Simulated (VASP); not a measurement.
# Mg2MoH (P-3m1) in VASP: further runs, part 2 of 2

VASP 6.6.1.

**3. Single point, PBE**

This run uses another cell than the first one, of 14.36 Å³/atom.

The input, INCAR:

```
ALGO = Normal ; EDIFF = 1E-6
ENCUT = 520 ; GGA = PE
ISIF = 2 ; ISMEAR = 0
LASPH = T ; LCHARG = F
LREAL = F ; LWAVE = F
NBANDS = 18 ; NELM = 80
PREC = Accurate ; SIGMA = 0.1
```

The input, KPOINTS:

```
k-points
0
Gamma
  18 18 6
```

The input, POSCAR:

```
Mg2MoH
1.0
    2.9613140492      0.0000000000      0.0000000000
   -1.4806570246      2.5645731952      0.0000000000
    0.0000000000      0.0000000000      7.5646817411
Mg H Mo
2 1 1
Direct
    0.3333333333      0.6666666667      0.8034904312
    0.6666666667      0.3333333333      0.1965095688
    0.0000000000      0.0000000000      0.0000000000
    0.0000000000      0.0000000000      0.5000000000
```

Potentials or basis: VASP PAW PBE potentials, release 64 (Mg, H, Mo_sv).

Command:

```sh
$ cat potpaw_PBE.64/Mg/POTCAR potpaw_PBE.64/H/POTCAR potpaw_PBE.64/Mo_sv/POTCAR > POTCAR
$ mpirun -np 1 vasp_std > vasp.out
```

OUTCAR:

```text
EDIFF = 1E-6
   ENCUT = 520
   GGA = PE
   ISIF = 2
   ISMEAR = 0
   LASPH = T
   LREAL = F
   NELM = 80
   PREC = Accurate

 ion  position               nearest neighbor table
   1  0.333  0.667  0.803-   3 2.27   3 2.27   3 2.27   4 2.86   4 2.86   4 2.86   2 3.43   2 3.43
                             2 3.43
   2  0.667  0.333  0.197-   3 2.27   3 2.27   3 2.27   4 2.86   4 2.86   4 2.86   1 3.43   1 3.43
                             1 3.43
   3  0.000  0.000  0.000-   1 2.27   2 2.27   2 2.27   1 2.27   2 2.27   1 2.27
   4  0.000  0.000  0.500-   1 2.86   2 2.86   2 2.86   1 2.86   2 2.86   1 2.86

  LATTYP: Found a hexagonal cell.
 ALAT       =     2.9613140492
 C/A-ratio  =     2.5545016893

  Lattice vectors:

 A1 = (   2.9613140492,   0.0000000000,   0.0000000000)
 A2 = (  -1.4806570246,   2.5645731952,   0.0000000000)
 A3 = (   0.0000000000,   0.0000000000,   7.5646817411)

Analysis of symmetry for initial positions (statically):
=====================================================================
[... 171 lines left out ...]
  ext. energy  EPLUGINS =         0.00000000
  ---------------------------------------------------
  free energy    TOTEN  =       -16.02232954 eV

  energy without entropy =      -16.01057791  energy(sigma->0) =      -16.01645373

 E-fermi :   5.9954     XC(G=0): -10.3387

 val. band max:        5.9953580799   @ k =  -0.0556   0.3333   0.1667
 cond. band min:       6.0036121937   @ k =   0.2222   0.0556   0.1667
 fundamental gap:      0.0082541138
 Fermi energy:         5.9954276587

 k-point     1 :       0.0000    0.0000    0.0000
  band No.  band energies     occupation
      1     -54.7596      2.00000
      2     -28.9233      2.00000
      3     -28.4372      2.00000
      4     -28.4372      2.00000
      5      -3.2737      2.00000
      6       0.4444      2.00000
[... 481 lines left out ...]
      5       0.3082      2.00000
      6       2.8714      2.00000
[... 10 lines left out ...]
     17      13.4161      0.00000
     18      14.0577      0.00000

 [... further k-points ...]
[... 5 lines left out ...]
  --------------------------------------------------------------------------------------
  -------------------------------------------------------------------------------------
  Total       -0.0194621     -0.0194621     -0.0518412      0.0000000     -0.0000000      0.0000000
  in kB       -0.5427625     -0.5427625     -1.4457572      0.0000000     -0.0000000      0.0000000
  external PRESSURE =      -0.8437608 kB  Pullay stress =       0.0000000 kB

 VOLUME and BASIS-vectors are now :
 -----------------------------------------------------------------------------
  energy-cutoff  :      520.00
  volume of cell :       57.45
      direct lattice vectors                 reciprocal lattice vectors
     2.961314049  0.000000000  0.000000000     0.337687926  0.194964215  0.000000000
    -1.480657025  2.564573195  0.000000000     0.000000000  0.389928430  0.000000000
     0.000000000  0.000000000  7.564681741     0.000000000  0.000000000  0.132193268

 POSITION                                       TOTAL-FORCE (eV/Angst)
 -----------------------------------------------------------------------------------
     -0.00000      1.70972      6.07815        -0.000000      0.000000      0.017080
      1.48066      0.85486      1.48653         0.000000      0.000000     -0.017080
      0.00000      0.00000      0.00000         0.000000      0.000000      0.000000
      0.00000      0.00000      3.78234         0.000000      0.000000      0.000000
 -----------------------------------------------------------------------------------
    total drift:                                0.000000      0.000000      0.000000

  FREE ENERGIE OF THE ION-ELECTRON SYSTEM (eV)
  ---------------------------------------------------
  free  energy   TOTEN  =       -16.0223295413 eV

  energy  without entropy=      -16.0105779140  energy(sigma->0) =      -16.01645373
```

OSZICAR:

```text
N       E                     dE             d eps       ncg     rms          rms(c)
DAV:   1     0.977387531644E+02    0.97739E+02   -0.98562E+03  8192   0.887E+02
DAV:   2    -0.149739230064E+02   -0.11271E+03   -0.10954E+03  8810   0.239E+02
DAV:   3    -0.171294515188E+02   -0.21555E+01   -0.21266E+01  8928   0.305E+01
DAV:   4    -0.171413885416E+02   -0.11937E-01   -0.11924E-01  8996   0.239E+00
DAV:   5    -0.171414770243E+02   -0.88483E-04   -0.88481E-04  8500   0.214E-01    0.910E+00
DAV:   6    -0.162052131675E+02    0.93626E+00   -0.13674E+00  8148   0.729E+00    0.299E+00
DAV:   7    -0.160422460683E+02    0.16297E+00   -0.46165E-01  8370   0.436E+00    0.134E+00
DAV:   8    -0.160301450530E+02    0.12101E-01   -0.78500E-02  8420   0.117E+00    0.825E-01
DAV:   9    -0.160226925888E+02    0.74525E-02   -0.18261E-02  8884   0.671E-01    0.134E-01
DAV:  10    -0.160223701129E+02    0.32248E-03   -0.26679E-03  8076   0.241E-01    0.803E-02
DAV:  11    -0.160223358214E+02    0.34291E-04   -0.13966E-04  8840   0.642E-02    0.107E-02
DAV:  12    -0.160223299849E+02    0.58365E-05   -0.26107E-05  8304   0.207E-02    0.531E-03
DAV:  13    -0.160223295413E+02    0.44359E-06   -0.11880E-06  7474   0.584E-03
   1 F= -.16022330E+02 E0= -.16016454E+02  d E =-.117516E-01
```

Wall time 2.7 min (1 thread of Intel Xeon 8259CL, shared host); peak memory 0.35 GiB.

What came out:

```
Free energy            : -16.0223 eV
Pressure               : -0.1 GPa
Largest force          : 0.017 eV/Å
Band gap on the k mesh : zero (an odd number of electrons rules out a gap without spin polarisation)
```

Forces on the atoms (eV/Å):
```
Mg   0.000  0.000  0.017
Mg   0.000  0.000 -0.017
H    0.000  0.000  0.000
Mo   0.000  0.000  0.000
```

Levels at points of the mesh, in eV from the Fermi level:
```csv
k point,band 6,band 7,band 8,band 9,band 10,band 11,band 12,band 13
"(0.00, 0.00, 0.00)",-5.55,-5.02,-2.52,-0.26,-0.26,1.59,1.59,2.57
"(0.50, 0.00, 0.00)",-3.36,-3.14,-1.94,-0.94,0.09,0.72,1.23,3.10
"(0.00, 0.00, 0.50)",-6.64,-3.38,-2.68,-0.26,-0.26,0.97,1.59,1.59
"(0.50, 0.00, 0.50)",-3.46,-3.38,-1.68,-0.75,-0.43,0.72,1.98,3.43
```

**4. Relaxation of cell and atoms, PBE**

This run uses another cell than the first one, of 14.42 Å³/atom.

The input, INCAR:

```
ALGO = Normal
EDIFF = 1E-6
EDIFFG = -0.01
ENCUT = 600
GGA = PE
IBRION = 2
ISIF = 3
ISMEAR = 0
LASPH = T
LCHARG = F
LREAL = F
LWAVE = F
NELM = 100
NSW = 100
PREC = Accurate
SIGMA = 0.1
```

KPOINTS is that of step 3.

The input, POSCAR:

```
Mg2MoH
1.0
    2.9764025687      0.0000000000      0.0000000000
   -1.4882012844      2.5776402364      0.0000000000
    0.0000000000      0.0000000000      7.5192006340
Mg H Mo
2 1 1
Direct
    0.3333333333      0.6666666667      0.8001881355
    0.6666666667      0.3333333333      0.1998118645
    0.0000000000      0.0000000000      0.0000000000
    0.0000000000      0.0000000000      0.5000000000
```

Command:

```sh
$ cat potpaw_PBE.64/Mg/POTCAR potpaw_PBE.64/H/POTCAR potpaw_PBE.64/Mo_sv/POTCAR > POTCAR
$ mpirun -np 1 vasp_std > vasp.out
```

Wall time 11 min (1 thread of Intel Xeon 8259CL, shared host); peak memory 0.38 GiB.

The run converged. Its results:

```yaml
Free_energy: -16.0230 eV
Relaxed_volume: 14.35 Å³/atom
Relaxed_cell: a = 2.962 Å, b = 2.962 Å, c = 7.554 Å, α = 90.00°, β = 90.00°, γ = 120.00°
Space_group_after_relaxing_to_0.1_Å: P-3m1 (No. 164)
Energy_gained_by_relaxing: 2.0 meV/atom
Ionic_steps: 7
Pressure_after_relaxing: -0.1 GPa
Largest_force_after_relaxing: 0.005 eV/Å
Band_gap_on_the_k_mesh: zero (an odd number of electrons rules out a gap without spin polarisation)
```

Forces in eV/Å, atoms in the order of the input:
```
Mg   0.000  0.000  0.005
Mg   0.000  0.000 -0.005
H    0.000  0.000  0.000
Mo   0.000  0.000  0.000
```

The path:
| step | energy change (eV) | largest force (eV/Å) | pressure (GPa) | volume (Å³) |
| --- | --- | --- | --- | --- |
| 1 | 0.0000 | 0.1841 | 0.04 | 57.69 |
| 2 | -0.0055 | 0.1003 | -0.17 | 57.71 |
| 3 | -0.0065 | 0.0437 | -0.30 | 57.73 |
| 4 | -0.0071 | 0.0420 | 0.04 | 57.47 |
| 5 | -0.0072 | 0.0413 | 0.18 | 57.36 |
| 6 | -0.0077 | 0.0216 | 0.04 | 57.38 |
| 7 | -0.0078 | 0.0048 | -0.08 | 57.40 |

Final structure:
```
Mg H Mo
1.0
     2.96216    0.00000    0.00000
    -1.48108    2.56530    0.00000
     0.00000    0.00000    7.55360
Mg H Mo
2 1 1
Direct
  0.33333 0.66667 0.80398
  0.66667 0.33333 0.19602
  0.00000 0.00000 0.00000
  0.00000 0.00000 0.50000
```

Levels at points of the mesh, in eV from the Fermi level:
```
           k point  band 6  band 7  band 8  band 9  band 10  band 11  band 12  band 13
(0.00, 0.00, 0.00)   -5.55   -5.01   -2.52   -0.26    -0.26     1.59     1.59     2.59
(0.50, 0.00, 0.00)   -3.36   -3.14   -1.95   -0.94     0.09     0.72     1.22     3.11
(0.00, 0.00, 0.50)   -6.63   -3.38   -2.66   -0.26    -0.26     0.99     1.59     1.59
(0.50, 0.00, 0.50)   -3.46   -3.39   -1.68   -0.76    -0.43     0.72     1.99     3.42
```

**5. Summary**

```tsv
task	cell	k mesh	cutoff (eV)	gap on the mesh (eV)	pressure (GPa)	relaxed volume (Å³/atom)	largest force (eV/Å)
relaxation of cell and atoms	relaxed from a = 3.744, b = 3.744, c = 6.005 Å, angles 90.0, 90.0, 120.0°, 4 atoms, atomic positions A	6 × 6 × 4	600	none	-0.2	14.45	0.02
single point	a = 2.961, b = 2.961, c = 7.565 Å, angles 90.0, 90.0, 120.0°, 4 atoms, atomic positions B	18 × 18 × 6	520	none	-0.1	-	0.02
relaxation of cell and atoms	relaxed from a = 2.976, b = 2.976, c = 7.519 Å, angles 90.0, 90.0, 120.0°, 4 atoms, atomic positions C	18 × 18 × 6	600	none	-0.1	14.35	-
```

Alike in all rows: level PBE; potentials or basis VASP PAW PBE potentials, release 64 (Mg, H, Mo_sv); no spin polarisation; smearing gaussian 0.1 eV.

Caveats: the volume moved by over 15 % at a fixed basis, so the end points are rough (at least some runs).

Absolute energies hang on the potentials; compare differences alone.
